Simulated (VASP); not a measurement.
A run of VASP 6.6.1 is set up as follows.

INCAR

```
SYSTEM = SiRh2S4
ALGO = Normal
EDIFF = 1E-6
ENCUT = 500
GGA = CA
GGA_COMPAT = .False.
ISIF = 2
ISMEAR = 0
LASPH = .True.
LCHARG = .False.
LREAL = .False.
LWAVE = .False.
NBANDS = 38
NELM = 120
PREC = Accurate
SIGMA = 0.0367
```

File KPOINTS:

```
k-points
0
Gamma
  7 7 4
  0 0 0
```

The input POSCAR:

```
SiRh2S4
1.0
    0.0000000000      3.5111820000      0.0000000000
    5.9262190000     -1.7555910000      0.0000000000
    2.8712770000      0.0000000000     -5.3191840000
S Rh Si
4 2 1
Direct
    0.1180000000      0.2360000000      0.5450000000
    0.8820000000      0.7640000000      0.4550000000
    0.6340000000      0.2680000000      0.0190000000
    0.3660000000      0.7320000000      0.9810000000
    0.7340000000      0.4680000000      0.2880000000
    0.2660000000      0.5320000000      0.7120000000
    0.0000000000      0.0000000000      0.0000000000
```

Potentials or basis: VASP PAW LDA potentials, release 64 (S, Rh_pv, Si).

The run is started by

```console
$ cat potpaw_LDA.64/S/POTCAR potpaw_LDA.64/Rh_pv/POTCAR potpaw_LDA.64/Si/POTCAR > POTCAR
$ mpirun -np 1 vasp_std > vasp.out
```

(1) What does it give for the band gap on the k mesh?

(2) Estimate the pressure.

(3) Estimate the largest force.

## Answers

(1) zero (bands 29 and 30 overlap by 1.35 eV).

(2) -1.2 GPa.

(3) 0.636 eV/Å.
